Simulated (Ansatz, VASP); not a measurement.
## Ga2BAs3: VASP beside Ansatz

```
CELL_PARAMETERS angstrom
5.61000 -3.24000 0.00000
5.61000 3.24000 0.00000
0.00000 0.00000 6.11000
ATOMIC_POSITIONS crystal
Ga 0.51060 0.83000 0.50000
Ga 0.48940 0.17000 0.00000
Ga 0.17000 0.48940 0.50000
Ga 0.83000 0.51060 0.00000
B 0.17030 0.82970 0.00660
B 0.82970 0.17030 0.50660
As 0.16310 0.52770 0.10950
As 0.47230 0.83690 0.10950
As 0.86650 0.13350 0.13510
As 0.52770 0.16310 0.60950
As 0.83690 0.47230 0.60950
As 0.13350 0.86650 0.63510
```

Alike in both runs: task relaxation of cell and atoms; functional PBE; k mesh 3 × 3 × 3; occupations gaussian, width 0.2 eV; no spin polarisation.

|  | VASP | Ansatz |
| --- | --- | --- |
| version | VASP 6.6.1 | Ansatz 0.2.0 |
| potentials or method | VASP PAW PBE potentials, release 64 (Ga_d, B, As), cutoff 600 eV | scalar-relativistic, plane waves, PAW |
| valence electrons in the cell | 88 | 148 |

|  | VASP | Ansatz | Ansatz less VASP |
| --- | --- | --- | --- |
| gap on the k mesh at the Fermi level, each at its own relaxed structure (eV) | 0.63 | 0.67 | +0.034 |
| relaxed volume (Å³/atom) | 19.92 | 19.87 | -0.044 |
| relaxed cell length with the largest relative difference (Å) | 6.634 | 6.629 | -0.0044 |

VASP's potentials hold 88 valence electrons a cell and Ansatz's 148, so a difference there can come from the potentials and not from the codes.
